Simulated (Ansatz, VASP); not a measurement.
# Two plane-wave programs on BN

```
B N
1.0
     2.56597    0.00000    0.00000
    -1.28298    2.22219    0.00000
     0.00000    0.00000    4.17744
B N
2 2
Cartesian
  0.0000 1.4815 -0.0010
  1.2830 0.7407 2.0877
  0.0000 1.4815 1.5634
  1.2830 0.7407 3.6521
```

Change from the starting cell: strained cell.

Alike in both runs: task relaxation of the atoms; functional PBEsol; k mesh 9 × 9 × 6; occupations gaussian, width 0.02 eV; no spin polarisation.

|  | VASP | Ansatz |
| --- | --- | --- |
| version | VASP 6.6.1 | Ansatz 0.2.0 |
| potentials or method | VASP PAW PBE potentials, release 64 (B, N), cutoff 520 eV | scalar-relativistic, plane waves, PAW |
| valence electrons in the cell | 16 | 16 |

```csv
,VASP,Ansatz,Ansatz less VASP
"gap on the k mesh at the Fermi level, each at its own relaxed structure (eV)",5.05,5.06,+0.011
```

VASP's potentials were made for PBE, not for PBEsol, and Ansatz warns of the same on its side. Ansatz's warnings: stress scf threshold loose.
